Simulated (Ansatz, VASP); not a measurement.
**One calculation of Be, two programs**

Contents of POSCAR:

```
Be
1.0
   -1.3738670000      1.3738670000      1.1333960000
    1.3738670000     -1.3738670000      1.1333960000
    1.3738670000      1.3738670000     -1.1333960000
Be
1
Direct
    0.0000000000      0.0000000000      0.0000000000
```

File INCAR.step1:

```
SYSTEM = Be
ALGO = Normal
EDIFF = 1E-4
ENCUT = 520
GGA = PE
ISMEAR = -1
LASPH = .True.
LCHARG = .False.
LREAL = .False.
LWAVE = .True.
NBANDS = 7
NELM = 60
PREC = Accurate
SIGMA = 0.0112
```

The input INCAR.step2:

```
SYSTEM = Be
ALGO = Normal
EDIFF = 1E-6
ENCUT = 520
ISIF = 2
ISMEAR = -1
ISTART = 1
LASPH = .True.
LCHARG = .False.
LMIXTAU = .True.
LREAL = .False.
LWAVE = .False.
METAGGA = R2SCAN
NBANDS = 7
NELM = 60
PREC = Accurate
SIGMA = 0.0112
```

The input KPOINTS:

```
k-points
0
Gamma
  14 14 14
  0 0 0
```

Input for Ansatz:

```yaml
crystal:
  lattice:
    - [-1.373867, 1.373867, 1.133396]
    - [1.373867, -1.373867, 1.133396]
    - [1.373867, 1.373867, -1.133396]
  atoms:
    - { symbol: Be, position: [0.0, 0.0, 0.0] }
  symmetry: { tolerance: 0.0003 }
kpoints:
  mp_grid: { grid: [14, 14, 14], shift: [0, 0, 0] }
  band_path:
    path:
      - [0.0, 0.0, 0.0]
      - [0.0, 0.0, 0.5]
      - [-0.5, 0.5, 0.5]
      - [0.0, 0.0, 0.0]
      - [0.42014296, 0.42014296, -0.42014296]
      - [-0.42014296, 0.57985704, 0.42014296]
      - [-0.5, 0.5, 0.5]
      - [0.0, 0.0, 0.5]
      - [0.25, 0.25, 0.25]
      - [0.0, 0.5, 0.0]
      - [0.0, 0.0, 0.0]
    npoints: 6
magnetization:
  spin_polarized: false
scf:
  occupations: { method: fermi_dirac, width: 0.0112 }
  lower_state_search: "off"
  max_iter: 200
hamiltonian:
  pseudopotentials: { kind: paw }
  xc: r2scan
basis:
  ecutwfc: 500
  fft_grid_basis: typed
output:
  forces: true
  stress: true
  eigenvalues: true
  bader: true
  populations: true
  elf: true
  write_potential: true
  volumetric_format: npy
  dos:
    e_range: [-12, 8]
    de: 0.05
    projected: { site_lists: { Be: [Be] } }
checkpoint:
  read: saved_state
```

Alike in both runs: task single point; functional r2SCAN; k mesh 14 × 14 × 14; occupations fermi-dirac, width 0.0112 eV; no spin polarisation.

|  | VASP | Ansatz |
| --- | --- | --- |
| version | VASP 6.6.1 | Ansatz 0.2.0 |
| potentials or method | VASP PAW PBE potentials, release 64 (Be), cutoff 520 eV | PAW plane waves |
| valence electrons in the cell | 2 | 2 |

Ansatz gave:

| Quantity | Value |
| --- | --- |
| pressure (GPa) | -5.3 |
| traceless stress, the component that is largest in VASP (GPa) | 12.68 |

Problem. What did VASP give for the same quantities?

Solution. Pressure (GPa): -5.2; traceless stress, the component that is largest in VASP (GPa): 12.84.

VASP's potentials were made for PBE, not for r2SCAN.
